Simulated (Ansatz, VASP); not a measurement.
**BP in VASP and in Ansatz**

The input POSCAR:

```
BP
1.0
    0.0000000000      2.4391750000      2.2690000000
    2.4391750000      0.0000000000      2.2690000000
    2.4391750000      2.4391750000      0.0000000000
B P
1 1
Direct
    0.0000000000      0.0000000000      0.0000000000
    0.7500000000      0.7500000000      0.7500000000
```

File INCAR.step1:

```
SYSTEM = BP
ALGO = Normal ; EDIFF = 1E-4
ENCUT = 520 ; GGA = PE
ISMEAR = 0 ; LASPH = .TRUE.
LCHARG = .FALSE. ; LREAL = .FALSE.
LWAVE = .TRUE. ; NBANDS = 11
NELM = 100 ; PREC = Accurate
SIGMA = 0.05
```

File INCAR.step2:

```
SYSTEM = BP
ALGO = Normal ; EDIFF = 1E-6
ENCUT = 520 ; ISIF = 2
ISMEAR = 0 ; ISTART = 1
LASPH = .TRUE. ; LCHARG = .TRUE.
LELF = .TRUE. ; LMIXTAU = .TRUE.
LREAL = .FALSE. ; LVHAR = .TRUE.
LWAVE = .FALSE. ; METAGGA = R2SCAN
NBANDS = 11 ; NELM = 100
PREC = Accurate ; SIGMA = 0.05
```

Contents of KPOINTS:

```
k-points
0
G
  10 10 10
  0 0 0
```

Input for Ansatz:

```yaml
crystal:
  lattice:
    - [0.0, 2.439175, 2.269]
    - [2.439175, 0.0, 2.269]
    - [2.439175, 2.439175, 0.0]
  atoms:
    - { symbol: B, position: [0.0, 0.0, 0.0] }
    - { symbol: P, position: [0.75, 0.75, 0.75] }
basis:
  ecutwfc: 500
kpoints:
  mp_grid: { grid: [10, 10, 10] }
hamiltonian:
  xc: r2scan
scf:
  occupations: { method: gaussian, width: 0.05 }
output:
  forces: true
  stress: true
  eigenvalues: true
```

Change from the starting cell: strain +0.0750 x Voigt [1, 1, 0, 0, 0, 0], atoms carried along.

Alike in both runs: task single point; functional r2SCAN; k mesh 10 × 10 × 10; occupations gaussian, width 0.05 eV; no spin polarisation.

|  | VASP | Ansatz |
| --- | --- | --- |
| version | VASP 6.6.1 | Ansatz 0.2.0 |
| potentials or method | VASP PAW PBE potentials, release 64 (B, P), cutoff 520 eV | scalar-relativistic, plane waves, PAW |
| valence electrons in the cell | 8 | 8 |

VASP gave:

- gap on the k mesh at the Fermi level (eV): 0.59
- least direct gap on the mesh (eV): 2.76
- pressure (GPa): -19.0
- traceless stress, the component that is largest in VASP (GPa): 10.95

**Question.** Estimate Ansatz's values.

**Answer.** gap on the k mesh at the Fermi level (eV): 0.56; least direct gap on the mesh (eV): 2.72; pressure (GPa): -18.6; traceless stress, the component that is largest in VASP (GPa): 10.91.

VASP's potentials were made for PBE, not for r2SCAN.
